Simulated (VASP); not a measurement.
Write the native input for VASP 6.6.1 that does the following.

```
Task                   : single point
Functional             : PBE
Potentials or basis    : VASP PAW PBE potentials, release 64 (Sn_d, O)
Cutoff                 : 520 eV
k mesh                 : 12 × 12 × 12
Occupations            : gaussian, width 0.05 eV
Spin                   : no spin polarisation
Dipole correction      : no
Further INCAR settings : ALGO = Normal; EDIFF = 1e-06; NBANDS = 20
```

The structure of SnO2 lies in POSCAR:

```
SnO2
1.0
    1.5724397632      0.9078485206      4.7834132923
   -1.5724397632      0.9078485206      4.7834132923
    0.0000000000     -1.8156970411      4.7834132923
Sn O
1 2
Direct
    0.5000000000      0.5000000000      0.5000000000
    0.2464043750      0.2464043750      0.2464043750
    0.7535956250      0.7535956250      0.7535956250
```

This cell differs from its parent crystal: atoms shifted along a free coordinate.

One way to write it, as run:

INCAR

```
  ALGO = Normal
  EDIFF = 1E-6
  ENCUT = 520
  GGA = PE
  ISIF = 2
  ISMEAR = 0
  LASPH = True
  LCHARG = False
  LREAL = False
  LWAVE = False
  NBANDS = 20
  NELM = 80
  PREC = Accurate
  SIGMA = 0.05
```

KPOINTS

```
k-points
0
Gamma
  12 12 12
```

Potentials or basis: VASP PAW PBE potentials, release 64 (Sn_d, O).

Launch:

```bash
$ cat potpaw_PBE.64/Sn_d/POTCAR potpaw_PBE.64/O/POTCAR > POTCAR
$ mpirun -np 1 vasp_std > vasp.out
```

It gave:

The pressure is -0.1 GPa and the largest force is 1.355 eV/Å. The band gap on the k mesh is 2.01 eV (least direct gap 2.02 eV).

Caveat: the cell differs from its parent crystal (atoms shifted along a free coordinate); the stress differs along the axes, from -10 to 5 GPa; spin-orbit coupling is left out, which moves the levels of the heavy elements; forces of over 1 eV/Å act on the atoms, so gaps and moduli don't describe the material at rest.

Run time: 2.1 min on 1 thread of Intel(R) Xeon(R) 6975P-C (Granite Rapids), with other jobs on the host, peak memory 0.33 GiB.
